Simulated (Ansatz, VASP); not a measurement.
# C: VASP beside Ansatz

File POSCAR:

```
C
1.0
    0.0000000000      2.1270000000      3.3480000000
    1.2280000000      0.0000000000      3.3480000000
    1.2280000000      2.1270000000      0.0000000000
C
2
Direct
    0.1666666667      0.8333333333      0.1666666667
    0.8333333333      0.1666666667      0.8333333333
```

INCAR.step1

```
SYSTEM = C
  PREC = Accurate
  ENCUT = 520
  ISMEAR = 1
  SIGMA = 0.05
  LREAL = .False.
  LASPH = .True.
  NELM = 100
  NBANDS = 11
  GGA = PE
  ALGO = Normal
  EDIFF = 1E-4
  LWAVE = .True.
  LCHARG = .False.
```

Contents of INCAR.step2:

```
SYSTEM = C
  PREC = Accurate
  ENCUT = 520
  EDIFF = 1E-6
  ISMEAR = 1
  SIGMA = 0.05
  LREAL = .False.
  LASPH = .True.
  NELM = 100
  ALGO = Normal
  ISIF = 2
  LWAVE = .False.
  LCHARG = .False.
  METAGGA = R2SCAN
  LMIXTAU = .True.
  NBANDS = 11
  ISTART = 1
```

The input KPOINTS:

```
regular mesh
0
Gamma
  12 12 12
  0 0 0
```

Input for Ansatz:

```yaml
crystal:
  lattice:
    - [0.0, 2.127, 3.348]
    - [1.228, 0.0, 3.348]
    - [1.228, 2.127, 0.0]
  atoms:
    - { symbol: C, position: [0.16666666666666666, 0.8333333333333334, 0.16666666666666666] }
    - { symbol: C, position: [0.8333333333333334, 0.1666666666666666, 0.8333333333333334] }
basis:
  ecutwfc: 530.0
kpoints:
  mp_grid:
    grid: [12, 12, 12]
hamiltonian:
  xc: r2scan
scf:
  convergence:
    dr2_threshold: 1.0e-08
  occupations:
    method: cold
    width: 0.05
output:
  write_density: true
  write_potential: true
  stress: true
```

Alike in both runs: task single point; functional r2SCAN; k mesh 12 × 12 × 12; no spin polarisation.

|  | VASP | Ansatz |
| --- | --- | --- |
| version | VASP 6.6.1 | Ansatz 0.2.0 |
| potentials or method | VASP PAW PBE potentials, release 64 (C), cutoff 520 eV | plane waves, PAW |
| occupations | methfessel-paxton of order 1, width 0.05 eV | cold, width 0.05 eV |
| valence electrons in the cell | 8 | 8 |

|  | VASP | Ansatz | Ansatz less VASP |
| --- | --- | --- | --- |
| gap on the k mesh at the Fermi level (eV) | none | none | - |
| pressure (GPa) | 1.1 | 0.4 | -0.69 |
| traceless stress, the component that is largest in VASP (GPa) | -0.64 | -1.05 | -0.403 |

VASP's potentials were made for PBE, not for r2SCAN. A gap of «none» marks a metal or a gap that the smearing closes. Ansatz's warnings: stress scf threshold loose.
